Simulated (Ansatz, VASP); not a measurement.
AlRu: VASP beside Ansatz

```
Al Ru
1.0
     2.99160    0.00000    0.00000
     0.00000    2.99160    0.00000
     0.00000    0.00000    2.90185
Al Ru
1 1
Cartesian
  0.0000 0.0000 0.0000
  1.4958 1.4958 1.4509
```

Change from the starting cell: strain -0.0300 x Voigt [0, 0, 1, 0, 0, 0], atoms carried along.

Alike in both runs: task single point; functional PBE; k mesh 16 × 16 × 16; occupations gaussian, width 0.15 eV; no spin polarisation.

|  | VASP | Ansatz |
| --- | --- | --- |
| version | VASP 6.6.1 | Ansatz 0.2.0 |
| potentials or method | VASP PAW PBE potentials, release 64 (Al, Ru_pv), cutoff 520 eV | scalar-relativistic, plane waves, PAW |
| valence electrons in the cell | 17 | 19 |

Ansatz gave:

* gap on the k mesh at the Fermi level (eV): none
* pressure (GPa): 9.7
* traceless stress, the component that is largest in VASP (GPa): 3.95

Question: What did VASP give for the same quantities?

Answer: gap on the k mesh at the Fermi level (eV): none; pressure (GPa): 9.7; traceless stress, the component that is largest in VASP (GPa): 3.96.

A gap of «none» marks a metal or a gap that the smearing closes. VASP's potentials hold 17 valence electrons a cell and Ansatz's 19, so a difference there can come from the potentials and not from the codes.
